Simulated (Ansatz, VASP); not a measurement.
## One calculation of KTaO3, two programs

```
CELL_PARAMETERS angstrom
3.78889 0.00000 0.00000
0.00000 3.78889 0.00000
0.00000 0.00000 4.18771
ATOMIC_POSITIONS crystal
K 0.50000 0.50000 0.50000
Ta 0.00000 0.00000 0.00000
O 0.50000 0.00000 0.00000
O 0.00000 0.50000 0.00000
O 0.00000 0.00000 0.50000
```

Change from the starting cell: strain -0.050 along x and y, +0.050 along z, atoms carried along.

Alike in both runs: task single point; functional r2SCAN; k mesh 6 × 6 × 6; occupations gaussian, width 0.05 eV; no spin polarisation.

|  | VASP | Ansatz |
| --- | --- | --- |
| version | VASP 6.6.1 | Ansatz 0.2.0 |
| potentials or method | VASP PAW PBE potentials, release 64 (K_sv, Ta_pv, O), cutoff 520 eV | scalar-relativistic, plane waves, PAW |
| valence electrons in the cell | 38 | 40 |

VASP gave:

```
gap on the k mesh at the Fermi level (eV)                     : 2.57
least direct gap on the mesh (eV)                             : 3.05
pressure (GPa)                                                : 18.7
traceless stress, the component that is largest in VASP (GPa) : -28.98
```

Task: Which values does Ansatz return?

Result: gap on the k mesh at the Fermi level (eV): 2.60; least direct gap on the mesh (eV): 3.06; pressure (GPa): 17.3; traceless stress, the component that is largest in VASP (GPa): -28.45.

VASP's potentials were made for PBE, not for r2SCAN. With one functional, cell and mesh, what is left measures potentials, basis and numerics. VASP's potentials hold 38 valence electrons a cell and Ansatz's 40, so a difference there can come from the potentials and not from the codes.

Spin-orbit coupling is off throughout.
